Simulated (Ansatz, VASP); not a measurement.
One calculation of InPd, two programs

The input INCAR:

```
PREC = Accurate ; ENCUT = 600
EDIFF = 1E-7 ; ISMEAR = -1
SIGMA = 0.05 ; LREAL = F
LASPH = T ; NELM = 80
ALGO = Fast ; ISIF = 3
LWAVE = F ; LCHARG = F
GGA = RP ; IBRION = 2
NSW = 60 ; EDIFFG = -0.005
```

Contents of KPOINTS:

```
Automatic mesh
0
Gamma
  8 8 8
```

Contents of POSCAR:

```
InPd
1.0
    0.0000000000      2.7460700000      2.7460700000
    2.7460700000      0.0000000000      2.7460700000
    2.7460700000      2.7460700000      0.0000000000
In Pd
1 1
Direct
    0.0000000000      0.0000000000      0.0000000000
    0.5000000000      0.5000000000      0.5000000000
```

input.yaml

```yaml
crystal:
  lattice:
    - [0.0, 2.74607, 2.74607]
    - [2.74607, 0.0, 2.74607]
    - [2.74607, 2.74607, 0.0]
  atoms:
    - { symbol: In, position: [0.0, 0.0, 0.0] }
    - { symbol: Pd, position: [0.5, 0.5, 0.5] }
hamiltonian:
  xc: rpbe
  pseudopotentials: { kind: paw }
kpoints:
  mp_grid: { grid: [8, 8, 8] }
scf:
  occupations: { method: fermi_dirac, width: 0.05 }
output:
  forces: true
  stress: true
  eigenvalues: true
relax:
  f_tol: 0.01
  max_steps: 40
  cell: { stress_tol: 0.05 }
```

Alike in both runs: task relaxation of cell and atoms; functional RPBE; k mesh 8 × 8 × 8; occupations fermi-dirac, width 0.05 eV; no spin polarisation.

|  | VASP | Ansatz |
| --- | --- | --- |
| version | VASP 6.6.1 | Ansatz 0.2.0 |
| potentials or method | VASP PAW PBE potentials, release 64 (In_d, Pd) | Ansatz PAW |
| plane-wave cutoff (eV) | 600 | 420 |
| valence electrons in the cell | 23 | 31 |

VASP gave:

| Property | Result |
| --- | --- |
| gap on the k mesh at the Fermi level, each at its own relaxed structure (eV) | none |
| relaxed volume (Å³/atom) | 21.49 |
| relaxed cell length with the largest relative difference (Å) | 3.932 |

**Question.** Which values does Ansatz return?

**Answer.** gap on the k mesh at the Fermi level, each at its own relaxed structure (eV): none; relaxed volume (Å³/atom): 21.48; relaxed cell length with the largest relative difference (Å): 3.931.

VASP's potentials were made for PBE, not for RPBE. A gap of «none» marks a metal or a gap that the smearing closes. VASP's potentials hold 23 valence electrons a cell and Ansatz's 31, so a difference there can come from the potentials and not from the codes.

Noted on Ansatz's run: the plane-wave basis is chosen anew once the cell has moved, so the energies of steps on either side of that aren't comparable.
